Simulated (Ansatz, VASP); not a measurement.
## Two plane-wave programs on Sn2Se

File INCAR:

```
ALGO     = Normal         # electronic algorithm
EDIFF    = 1E-6           # SCF threshold, eV
EDIFFG   = -0.04          # ionic threshold
ENCUT    = 600            # plane-wave cutoff, eV
GGA      = PE             # functional
IBRION   = 2              # ionic algorithm
ISIF     = 3              # what is computed and relaxed
ISMEAR   = 0              # smearing method
LASPH    = True           # aspherical terms in the spheres
LCHARG   = False          # write CHGCAR
LREAL    = False          # projectors in reciprocal space
LWAVE    = False          # write WAVECAR
NELM     = 100            # most SCF steps
NSW      = 90             # ionic steps
PREC     = Accurate       # precision mode
SIGMA    = 0.1            # smearing width, eV
```

Contents of KPOINTS:

```
k-points
0
Gamma
  4 4 4
```

The input POSCAR:

```
Sn2Se
1.0
    0.0000000000      3.6056607200      3.6056607200
    3.6056607200      0.0000000000      3.6056607200
    3.6056607200      3.6056607200      0.0000000000
Sn Se
2 1
Direct
    0.2500000000      0.2500000000      0.2500000000
    0.7500000000      0.7500000000      0.7500000000
    0.5000000000      0.5000000000      0.5000000000
```

Input for Ansatz:

```yaml
crystal:
  lattice:
    - [0.0, 3.60566072, 3.60566072]
    - [3.60566072, 0.0, 3.60566072]
    - [3.60566072, 3.60566072, 0.0]
  atoms:
    - { symbol: Sn, position: [0.25, 0.25, 0.25] }
    - { symbol: Sn, position: [0.75, 0.75, 0.75] }
    - { symbol: Se, position: [0.5, 0.5, 0.5] }
basis:
  ecutwfc: 420
kpoints:
  mp_grid: { grid: [4, 4, 4] }
hamiltonian:
  xc: pbe
scf:
  occupations: { method: gaussian, width: 0.1 }
  lower_state_search: "off"
output:
  forces: true
  stress: true
  eigenvalues: true
relax:
  adjacent_minimum: "off"
  f_tol: 0.04
  max_steps: 70
  cell: { stress_tol: 0.4 }
```

Alike in both runs: task relaxation of cell and atoms; functional PBE; k mesh 4 × 4 × 4; occupations gaussian, width 0.1 eV; no spin polarisation.

|  | VASP | Ansatz |
| --- | --- | --- |
| version | VASP 6.6.1 | Ansatz 0.2.0 |
| potentials or method | VASP PAW PBE potentials, release 64 (Sn_d, Se), cutoff 600 eV | scalar-relativistic, plane waves, PAW |
| valence electrons in the cell | 34 | 44 |

|  | VASP | Ansatz | Ansatz less VASP |
| --- | --- | --- | --- |
| gap on the k mesh at the Fermi level, each at its own relaxed structure (eV) | none | none | - |
| relaxed volume (Å³/atom) | 30.72 | 30.73 | +0.004 |
| relaxed cell length with the largest relative difference (Å) | 5.070 | 5.071 | +0.0002 |

A gap of «none» marks a metal or a gap that the smearing closes. VASP's potentials hold 34 valence electrons a cell and Ansatz's 44, so a difference there can come from the potentials and not from the codes.

The k mesh is coarse, so the values compare programs but aren't converged.
